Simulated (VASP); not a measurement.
Write the native input for VASP 6.6.1 that does the following.

| Quantity | Value |
| --- | --- |
| Task | single point |
| Functional | r2SCAN |
| Potentials or basis | VASP PAW PBE potentials, release 64 (Rh_sv_GW) |
| Cutoff | 680 eV |
| k mesh | 8 × 8 × 5 |
| Occupations | fermi-dirac, width 0.1 eV |
| Spin | no spin polarisation |
| Dipole correction | no |
| Further INCAR settings | ALGO = Normal; EDIFF = 1e-06; NBANDS = 24 |

The system is Rh.

```
Rh
1.0
     2.73098    0.00000    0.00000
    -1.36549    2.36510    0.00000
     0.00000    0.00000    4.42849
Rh
2
Cartesian
  1.3655 0.7884 3.3214
  0.0000 1.5767 1.1071
```

This isn't the form of Rh at room conditions, which is fcc.

The input as run:

POSCAR

```
Rh
1.0
    2.7309790000      0.0000000000      0.0000000000
   -1.3654900000      2.3650970000      0.0000000000
    0.0000000000      0.0000000000      4.4284890000
Rh
2
Direct
    0.6666666667      0.3333333333      0.7500000000
    0.3333333333      0.6666666667      0.2500000000
```

INCAR.step1

```
SYSTEM = Rh
ALGO = Normal ; EDIFF = 1E-5
ENCUT = 680 ; GGA = PE
GGA_COMPAT = .False. ; ISMEAR = -1
LASPH = .True. ; LCHARG = .False.
LREAL = .False. ; LWAVE = .True.
NBANDS = 24 ; NELM = 120
PREC = Accurate ; SIGMA = 0.1
```

INCAR.step2

```
SYSTEM = Rh
ALGO = Normal ; EDIFF = 1E-6
ENCUT = 680 ; GGA_COMPAT = .False.
ISIF = 2 ; ISMEAR = -1
ISTART = 1 ; LASPH = .True.
LCHARG = .False. ; LMIXTAU = .True.
LREAL = .False. ; LWAVE = .False.
METAGGA = R2SCAN ; NBANDS = 24
NELM = 120 ; PREC = Accurate
SIGMA = 0.1
```

KPOINTS

```
k-points
0
Gamma
  8 8 5
  0 0 0
```

Potentials or basis: VASP PAW PBE potentials, release 64 (Rh_sv_GW).

Launch:

```sh
$ cat potpaw_PBE.64/Rh_sv_GW/POTCAR > POTCAR
$ cp INCAR.step1 INCAR
$ mpirun -np 1 vasp_std > vasp.out
$ cp INCAR.step2 INCAR
$ mpirun -np 1 vasp_std > vasp.out
```

Results of the run:

* Pressure: -8.7 GPa
* Band gap on the k mesh: zero (bands 17 and 18 overlap by 2.02 eV)

Caveat: the cell stands under tension; the PAW data sets were made with another functional, which shifts forces and pressure a little.

Wall time 83 s on 1 thread of Intel(R) Xeon(R) Platinum 8375C CPU @ 2.90GHz (Ice Lake), with other jobs on the host, peak memory 0.19 GiB.
